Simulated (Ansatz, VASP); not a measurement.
One calculation of RbCaBr3, two programs

```xyz
5
Lattice="5.5646 0.0000 0.0000 0.0000 5.5646 0.0000 0.0000 0.0000 5.5646" Properties=species:S:1:pos:R:3 pbc="T T T"
Rb    2.7823    2.7823    2.7823
Ca    0.0000    0.0000    0.0000
Br    2.7823    0.0000    0.0000
Br    0.0000    2.7823    0.0000
Br    0.0000    0.0000    2.7823
```

Change from the starting cell: strain -0.030 along x and y, -0.030 along z, atoms carried along.

Alike in both runs: task single point; functional LDA; k mesh 4 × 4 × 4; occupations gaussian, width 0.05 eV; no spin polarisation.

```csv
,VASP,Ansatz
version,VASP 6.6.1,Ansatz 0.2.0
potentials or method,"VASP PAW LDA potentials, release 64 (Rb_sv, Ca_sv, Br), cutoff 520 eV","scalar-relativistic, plane waves, PAW"
valence electrons in the cell,40,40
```

|  | VASP | Ansatz | Ansatz less VASP |
| --- | --- | --- | --- |
| gap on the k mesh at the Fermi level (eV) | 3.85 | 3.84 | -0.011 |
| least direct gap on the mesh (eV) | 4.15 | 4.14 | -0.009 |
| pressure (GPa) | -0.7 | -0.8 | -0.10 |

LDA's correlation is that of Perdew and Zunger in VASP and of Perdew and Wang (1992) in Ansatz.
